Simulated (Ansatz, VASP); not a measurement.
**One calculation of BeS, two programs**

The input INCAR:

```
SYSTEM = BeS
PREC = Accurate
ENCUT = 520
EDIFF = 1E-7
ISMEAR = 0
SIGMA = 0.05
LREAL = .False.
LASPH = .True.
NELM = 60
ALGO = Normal
ISIF = 2
LWAVE = .False.
LCHARG = .False.
GGA = PS
NBANDS = 11
```

File KPOINTS:

```
regular mesh
0
Gamma
  10 10 10
  0 0 0
```

The input POSCAR:

```
BeS
1.0
    0.0000000000      2.3994790536      2.3994790536
    2.3994790536      0.0000000000      2.3994790536
    2.3994790536      2.3994790536      0.0000000000
Be S
1 1
Direct
    0.0000000000      0.0000000000      0.0000000000
    0.7500000000      0.7500000000      0.7500000000
```

Input for Ansatz:

```yaml
crystal:
  lattice:
    - [0.0, 2.3994790536, 2.3994790536]
    - [2.3994790536, 0.0, 2.3994790536]
    - [2.3994790536, 2.3994790536, 0.0]
  atoms:
    - { symbol: Be, position: [0.0, 0.0, 0.0] }
    - { symbol: S, position: [0.75, 0.75, 0.75] }
basis:
  ecutwfc: 520.0
kpoints:
  mp_grid: { grid: [10, 10, 10] }
hamiltonian:
  xc: pbesol
scf:
  occupations: { method: gaussian, width: 0.05 }
output:
  forces: true
  stress: true
  eigenvalues: true
```

Alike in both runs: task single point; functional PBEsol; k mesh 10 × 10 × 10; occupations gaussian, width 0.05 eV; no spin polarisation.

|  | VASP | Ansatz |
| --- | --- | --- |
| version | VASP 6.6.1 | Ansatz 0.2.0 |
| potentials or method | VASP PAW PBE potentials, release 64 (Be, S), cutoff 520 eV | scalar-relativistic, plane waves, PAW |
| valence electrons in the cell | 8 | 8 |

Ansatz gave:

```
gap on the k mesh at the Fermi level (eV) : 2.85
least direct gap on the mesh (eV)         : 5.56
pressure (GPa)                            : 2.5
```

Which values does VASP return?

gap on the k mesh at the Fermi level (eV): 2.85; least direct gap on the mesh (eV): 5.59; pressure (GPa): 2.6.

VASP's potentials were made for PBE, not for PBEsol. The functional is the same, so the differences come from potentials, cutoffs and numerics.
